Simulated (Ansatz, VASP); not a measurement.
**MgI2 in VASP and in Ansatz**

```
CELL_PARAMETERS angstrom
4.14000 0.00000 0.00000
-2.07000 3.58535 0.00000
0.00000 0.00000 6.88000
ATOMIC_POSITIONS crystal
I 0.66667 0.33333 0.75000
I 0.33333 0.66667 0.25000
Mg 0.00000 0.00000 0.00000
```

Alike in both runs: task single point; functional PBE-based screened hybrid with a share of 0.25 of exact exchange and HFSCREEN = 0.6; k mesh 4 × 4 × 2; occupations fermi-dirac, width 0.05 eV; no spin polarisation.

|  | VASP | Ansatz |
| --- | --- | --- |
| version | VASP 6.6.1 | Ansatz 0.2.0 |
| potentials or method | VASP PAW PBE potentials, release 64 (I, Mg) | Ansatz PAW |
| plane-wave cutoff (eV) | 520 | 420 |
| valence electrons in the cell | 16 | 44 |

VASP gave:

- gap on the k mesh at the Fermi level (eV): 3.81
- least direct gap on the mesh (eV): 4.00
- pressure (GPa): 0.3
- traceless stress, the component that is largest in VASP (GPa): -0.61
- rms of the force components (eV/Å): 0.158

Question: What did Ansatz give for the same quantities?

Answer: gap on the k mesh at the Fermi level (eV): 3.84; least direct gap on the mesh (eV): 4.06; pressure (GPa): 0.4; traceless stress, the component that is largest in VASP (GPa): -0.61; rms of the force components (eV/Å): 0.151.

VASP's potentials were made for PBE, not for PBE-based screened hybrid. Atom by atom the forces differ by 0.006 eV/Å (rms over components). With one functional, cell and mesh, what is left measures potentials, basis and numerics. VASP's potentials hold 16 valence electrons a cell and Ansatz's 44, so a difference there can come from the potentials and not from the codes.

The k mesh is coarse, so the values compare programs but aren't converged. Neither program's run includes spin-orbit coupling.
